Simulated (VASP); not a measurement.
# MgO (P6_3mc) in VASP: further runs, part 2 of 2

VASP 6.6.1. Earlier steps stand in the parts before.

## (3) Single point, PBE (c/a of the conventional cell at fixed volume 1.7508)

INCAR reads:

```
SYSTEM = MgO
  PREC = Accurate
  ENCUT = 520
  EDIFF = 1E-6
  ISMEAR = 0
  SIGMA = 0.05
  LREAL = .False.
  LASPH = .True.
  NELM = 100
  ALGO = Normal
  ISIF = 2
  LWAVE = .False.
  LCHARG = .True.
  GGA = PE
  LELF = .True.
  LVHAR = .True.
  NBANDS = 16
```

KPOINTS reads:

```
Automatic mesh
0
Gamma
  9 9 6
  0 0 0
```

POSCAR reads:

```
MgO
1.0
    3.1798172993      0.0000000000      0.0000000000
   -1.5899086497      2.7538025606      0.0000000000
    0.0000000000      0.0000000000      5.5672241276
Mg O
2 2
Direct
    0.3333333333      0.6666666667     -0.0034438731
    0.6666666667      0.3333333333      0.4965561269
    0.3333333333      0.6666666667      0.3982811987
    0.6666666667      0.3333333333      0.8982811987
```

Potentials or basis: VASP PAW PBE potentials, release 64 (Mg, O).

Run with:

```bash
$ cat potpaw_PBE.64/Mg/POTCAR potpaw_PBE.64/O/POTCAR > POTCAR
$ mpirun -np 1 vasp_std > vasp.out
```

OUTCAR:

```text
SYSTEM = MgO
   PREC = Accurate
   ENCUT = 520
   EDIFF = 1E-6
   ISMEAR = 0
   LREAL = .False.
   LASPH = .True.
   NELM = 100
   ISIF = 2
   GGA = PE

 ion  position               nearest neighbor table
   1  0.333  0.667  0.997-   4 1.92   4 1.92   4 1.92   3 2.24   2 3.33   2 3.33   2 3.33   2 3.33
                             2 3.33   2 3.33
   2  0.667  0.333  0.497-   3 1.92   3 1.92   3 1.92   4 2.24   1 3.33   1 3.33   1 3.33   1 3.33
                             1 3.33   1 3.33
   3  0.333  0.667  0.398-   2 1.92   2 1.92   2 1.92   1 2.24
   4  0.667  0.333  0.898-   1 1.92   1 1.92   1 1.92   2 2.24

  LATTYP: Found a hexagonal cell.
 ALAT       =     3.1798172993
 C/A-ratio  =     1.7508000000

  Lattice vectors:

 A1 = (   3.1798172993,   0.0000000000,   0.0000000000)
 A2 = (  -1.5899086497,   2.7538025606,   0.0000000000)
 A3 = (   0.0000000000,   0.0000000000,   5.5672241276)

Analysis of symmetry for initial positions (statically):
=====================================================================
 Subroutine PRICEL returns:
 Original cell was already a primitive cell.

 Routine SETGRP: Setting up the symmetry group for a
 hexagonal supercell.

 Subroutine GETGRP returns: Found 12 space group operations
 (whereof  6 operations were pure point group operations)
 out of a pool of 24 trial point group operations.

The static configuration has the point symmetry C_3v.
 The point group associated with its full space group is C_6v.

Analysis of symmetry for dynamics (positions and initial velocities):
=====================================================================
 Subroutine PRICEL returns:
 Original cell was already a primitive cell.

 Routine SETGRP: Setting up the symmetry group for a
 hexagonal supercell.

 Subroutine GETGRP returns: Found 12 space group operations
 (whereof  6 operations were pure point group operations)
 out of a pool of 24 trial point group operations.

The dynamic configuration has the point symmetry C_3v.
[... 127 lines left out ...]
  Thomas-Fermi vector in A             =   2.265943
   LORBIT       =      0    0 simple, 1 ext, 2 COOP (PROOUT), +10 PAW based schemes
   GGA     = PE    functional components
   LHFCALC =     F    Hartree Fock is set to
   AEXX    =    0.0000 exact exchange contribution
   IVDW    =     0    specifies the selected vdW correction
   LEPSILON=     F    determine dielectric tensor
   LRPA    =     F    only Hartree local field effects (RPA)
 non-spin polarized calculation
 Gauss-broadening in eV      SIGMA  =   0.05
  energy-cutoff  :      520.00
  volume of cell :       48.75
 maximum number of plane-waves:      1326
 NGX is ok and might be reduce to    24
   NGX = 11   NGY = 11   NGZ = 21

 number of electron      16.0000002 magnetization

 Free energy of the ion-electron system (eV)
  ---------------------------------------------------
  ext. energy  EPLUGINS =         0.00000000
  ---------------------------------------------------
  free energy    TOTEN  =       -23.15894027 eV

  energy without entropy =      -23.15894027  energy(sigma->0) =      -23.15894027

 E-fermi :   0.8706     XC(G=0):  -9.5845

 val. band max:        0.6660557220   @ k =   0.0000   0.0000   0.0000
 cond. band min:       4.1745159623   @ k =   0.0000   0.0000   0.0000
 fundamental gap:      3.5084602404
 Fermi energy:         0.8706048639

 k-point     1 :       0.0000    0.0000    0.0000
  band No.  band energies     occupation
      1     -15.2325      2.00000
      2     -14.7046      2.00000
      3      -2.4003      2.00000
      4       0.4377      2.00000
      5       0.4377      2.00000
      6       0.5948      2.00000
[... 433 lines left out ...]
      3      -1.5704      2.00000
      4      -1.1029      2.00000
      5      -1.1029      2.00000
      6      -0.7406      2.00000
[... 8 lines left out ...]
     15      14.1840      0.00000
     16      18.6836      0.00000

 [... further k-points ...]

------------------------ aborting loop because EDIFF is reached ----------------------------------------

  FORCE on cell =-STRESS in cart. coord.  units (eV):
  Direction    XX          YY          ZZ          XY          YZ          ZX
  --------------------------------------------------------------------------------------
  -------------------------------------------------------------------------------------
  Total        3.8075313      3.8075313     -3.5315056     -0.0000000     -0.0000000      0.0000000
  in kB      125.1354581    125.1354581   -116.0638054     -0.0000000     -0.0000000      0.0000000
  external PRESSURE =      44.7357036 kB  Pullay stress =       0.0000000 kB

 VOLUME and BASIS-vectors are now :
 -----------------------------------------------------------------------------
  energy-cutoff  :      520.00
  volume of cell :       48.75
      direct lattice vectors                 reciprocal lattice vectors
     3.179817299  0.000000000  0.000000000     0.314483477  0.181567120  0.000000000
    -1.589908650  2.753802561  0.000000000     0.000000000  0.363134240  0.000000000
     0.000000000  0.000000000  5.567224128     0.000000000  0.000000000  0.179622731

 POSITION                                       TOTAL-FORCE (eV/Angst)
 -----------------------------------------------------------------------------------
     -0.00000      1.83587      5.54805         0.000000     -0.000000      0.893884
      1.58991      0.91793      2.76444        -0.000000      0.000000      0.893884
     -0.00000      1.83587      2.21732        -0.000000     -0.000000     -0.893884
      1.58991      0.91793      5.00093         0.000000     -0.000000     -0.893884
 -----------------------------------------------------------------------------------
    total drift:                               -0.000000      0.000000     -0.000208

  FREE ENERGIE OF THE ION-ELECTRON SYSTEM (eV)
  ---------------------------------------------------
  free  energy   TOTEN  =       -23.1589402713 eV

  energy  without entropy=      -23.1589402713  energy(sigma->0) =      -23.15894027
```

It took 12 s on 1 thread of Intel Xeon 6975P-C (Granite Rapids), shared host; peak memory 0.18 GiB.

Results:

```
Free energy            : -23.1589 eV
Pressure               : 4.5 GPa
Largest force          : 0.894 eV/Å
Band gap on the k mesh : 3.51 eV, direct
```

Forces on the atoms (eV/Å):
```
Mg   0.000  0.000  0.894
Mg   0.000  0.000  0.894
O    0.000  0.000 -0.894
O    0.000  0.000 -0.894
```

Levels at points of the mesh, in eV from the valence-band top:
```tsv
k point	band 5	band 6	band 7	band 8	band 9	band 10	band 11	band 12
(0.00, 0.00, 0.00)	-0.23	-0.07	-0.07	0.00	3.51	8.90	9.42	15.14
(0.00, 0.00, 0.50)	-0.15	-0.15	-0.15	-0.15	5.94	5.94	12.35	12.35
```

 A k mesh can miss the band edges.

## (4) Single point, PBE (c/a of the conventional cell at fixed volume 1.4418)

INCAR reads:

```
SYSTEM = MgO
ALGO     = Normal         ! electronic algorithm
EDIFF    = 1E-7           ! SCF threshold, eV
ENCUT    = 520            ! plane-wave cutoff, eV
GGA      = PE             ! functional
ISIF     = 2              ! what is computed and relaxed
ISMEAR   = 0              ! smearing method
LASPH    = .TRUE.         ! aspherical terms in the spheres
LCHARG   = .TRUE.         ! write CHGCAR
LELF     = .TRUE.         ! ELF
LREAL    = .FALSE.        ! projectors in reciprocal space
LVHAR    = .TRUE.       
LWAVE    = .FALSE.        ! write WAVECAR
NBANDS   = 16             ! bands
NELM     = 100            ! most SCF steps
PREC     = Accurate       ! precision mode
SIGMA    = 0.05           ! smearing width, eV
```

KPOINTS reads:

```
k-points
0
G
  9 9 6
  0 0 0
```

POSCAR reads:

```
MgO
1.0
    3.3924438902      0.0000000000      0.0000000000
   -1.6962219451      2.9379425898      0.0000000000
    0.0000000000      0.0000000000      4.8912256008
Mg O
2 2
Direct
    0.3333333333      0.6666666667     -0.0229692219
    0.6666666667      0.3333333333      0.4770307781
    0.3333333333      0.6666666667      0.3982811987
    0.6666666667      0.3333333333      0.8982811987
```

Run with:

```bash
$ cat potpaw_PBE.64/Mg/POTCAR potpaw_PBE.64/O/POTCAR > POTCAR
$ mpirun -np 1 vasp_std > vasp.out
```

Run time: 29 s. Hardware: 1 thread of Intel Xeon 6975P-C (Granite Rapids), shared host; peak memory 0.18 GiB.

It converged, with:

* Free energy: -23.5081 eV
* Pressure: -2.3 GPa
* Largest force: 0.159 eV/Å
* Band gap on the k mesh: 3.08 eV, direct

Forces on the atoms (eV/Å):
```
Mg   0.000  0.000  0.159
Mg   0.000  0.000  0.159
O    0.000  0.000 -0.159
O    0.000  0.000 -0.159
```

Stress tensor (GPa, compression positive):
```
-1.94  0.00  0.00
 0.00 -1.94  0.00
 0.00  0.00 -3.03
```

Levels at points of the mesh, in eV from the valence-band top:
```
           k point  band 6  band 7  band 8  band 9  band 10  band 11
(0.00, 0.00, 0.00)   -0.66   -0.66    0.00    3.08     8.21    10.20
(0.00, 0.00, 0.50)   -0.87   -0.87   -0.87    5.70     5.70    13.03
```

## (5) The runs side by side

```csv
cell,gap on the mesh (eV),pressure (GPa),largest force (eV/Å)
"a = 3.477, b = 3.477, c = 4.656 Å, angles 90.0, 90.0, 120.0°, 4 atoms",3.04,-2.9,0.57
"a = 3.180, b = 3.180, c = 5.567 Å, angles 90.0, 90.0, 120.0°, 4 atoms",3.51,4.5,0.89
"a = 3.392, b = 3.392, c = 4.891 Å, angles 90.0, 90.0, 120.0°, 4 atoms",3.08,-2.3,0.16
```

Alike in all rows: task single point; level PBE; potentials or basis VASP PAW PBE potentials, release 64 (Mg, O); no spin polarisation; k mesh 9 × 9 × 6; cutoff (eV) 520; smearing gaussian 0.05 eV.

Absolute energies hang on the potentials; compare differences alone.
